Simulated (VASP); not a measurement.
Crystal: Hf3Te.

```
CELL_PARAMETERS angstrom
-2.17534 2.17534 4.85919
2.17534 -2.17534 4.85919
2.17534 2.17534 -4.85919
ATOMIC_POSITIONS crystal
Hf 0.50000 0.50000 0.00000
Hf 0.25000 0.75000 0.50000
Hf 0.75000 0.25000 0.50000
Te 0.00000 0.00000 0.00000
```

```yaml
Program: VASP 6.6.1
Task: relaxation of cell and atoms
Functional: PBE
Potentials_or_basis: VASP PAW PBE potentials, release 64 (Hf_pv, Te)
Cutoff: 600 eV
k_mesh: 16 × 16 × 16
Occupations: gaussian, width 0.1 eV
Spin: no spin polarisation
```

At the start: pressure -4.1 GPa; volume 22.99 Å³/atom.

How do energy, volume and symmetry change on relaxing?

Over 5 steps the energy falls by 20.4 meV/atom and the volume is 22.02 Å³/atom (-4.3 %); space group I4/mmm (No. 139, to 0.1 Å) before and after.

The path:
| step | energy change (eV) | largest force (eV/Å) | pressure (GPa) | volume (Å³) |
| --- | --- | --- | --- | --- |
| 1 | 0.0000 | 0.0000 | -4.14 | 91.98 |
| 2 | -0.0191 | 0.0000 | 5.01 | 84.27 |
| 3 | -0.0672 | 0.0000 | 0.44 | 87.67 |
| 4 | -0.0785 | 0.0000 | 0.21 | 87.89 |
| 5 | -0.0818 | 0.0000 | 0.04 | 88.06 |

Final structure:
```
Hf Te
1.0
    -2.17528    2.17528    4.65263
     2.17528   -2.17528    4.65263
     2.17528    2.17528   -4.65263
Hf Te
3 1
Direct
  0.50000 0.50000 0.00000
  0.25000 0.75000 0.50000
  0.75000 0.25000 0.50000
  0.00000 0.00000 0.00000
```
